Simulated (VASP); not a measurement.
**GaSb: single point with B3LYP**

GaSb:

```
Sb Ga
1.0
    -2.80096    2.80096    1.63236
     2.80096   -2.80096    1.63236
     2.80096    2.80096   -1.63236
Sb Ga
1 1
Direct
  0.00000 0.00000 0.00000
  0.75000 0.25000 0.50000
```

```json
{
 "Program": "VASP 6.6.1",
 "Task": "single point",
 "Functional": "B3LYP",
 "Potentials or basis": "VASP PAW PBE potentials, release 64 (Sb, Ga_d)",
 "Cutoff": "520 eV",
 "k mesh": "5 × 5 × 5",
 "Occupations": "fermi-dirac, width 0.05 eV",
 "Spin": "no spin polarisation",
 "Dipole correction": "no",
 "Grid for exact exchange (PRECFOCK)": "Normal",
 "Further INCAR settings": "ALGO = Normal; EDIFF = 1e-06; NBANDS = 16",
 "Share of exact exchange": "0.2"
}
```

The pressure is -0.3 GPa and the band gap on the k mesh is zero (bands 9 and 10 overlap by 3.17 eV).

Stress tensor (GPa, compression positive):
```
-0.33  0.00  0.00
 0.00 -0.33  0.00
 0.00  0.00 -0.23
```

Levels at points of the mesh, in eV from the Fermi level:
| k point | band 6 | band 7 | band 8 | band 9 | band 10 | band 11 | band 12 | band 13 |
| --- | --- | --- | --- | --- | --- | --- | --- | --- |
| (0.00, 0.00, 0.00) | -13.11 | -3.77 | -2.38 | -2.38 | 4.34 | 5.07 | 7.56 | 7.56 |

Run time: 22 min on 1 thread of Intel(R) Xeon(R) Platinum 8488C (Sapphire Rapids), with other jobs on the host, peak memory 0.2 GiB.

Caveat: the k points lie up to 0.45 Å⁻¹ apart, too coarse for converged energies and pressures of a metal; the PAW data sets were made with another functional, which shifts forces and pressure a little; spin-orbit coupling is left out, which moves the levels of the heavy elements.
